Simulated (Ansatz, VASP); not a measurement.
**SiC: VASP beside Ansatz**

```
Si C
1.0
     0.00000    2.16448    2.16448
     2.16448    0.00000    2.16448
     2.16448    2.16448    0.00000
Si C
1 1
Direct
  0.00000 0.00000 0.00000
  0.25000 0.25000 0.25000
```

Alike in both runs: functional LDA; k mesh 10 × 10 × 10; no spin polarisation.

Ansatz relaxed the structure, and its values are those at the end. VASP's run is a single point on that final structure, the one shown.

```csv
,VASP,Ansatz
version,VASP 6.6.1,Ansatz 0.2.0
potentials or method,"VASP PAW LDA potentials, release 64 (Si, C)","scalar-relativistic, plane waves, PAW"
plane-wave cutoff (eV),520,420
occupations,"gaussian, width 0.01 eV",fixed
valence electrons in the cell,8,8
```

VASP gave:

| Property | Result |
| --- | --- |
| gap on the k mesh at the Fermi level (eV) | 1.29 |
| least direct gap on the mesh (eV) | 4.52 |
| pressure (GPa) | 0.4 |

Task: What did Ansatz give for the same quantities?

Result: gap on the k mesh at the Fermi level (eV): 1.30; least direct gap on the mesh (eV): 4.53; pressure (GPa): 0.0.

LDA's correlation is that of Perdew and Zunger in VASP and of Perdew and Wang (1992) in Ansatz.
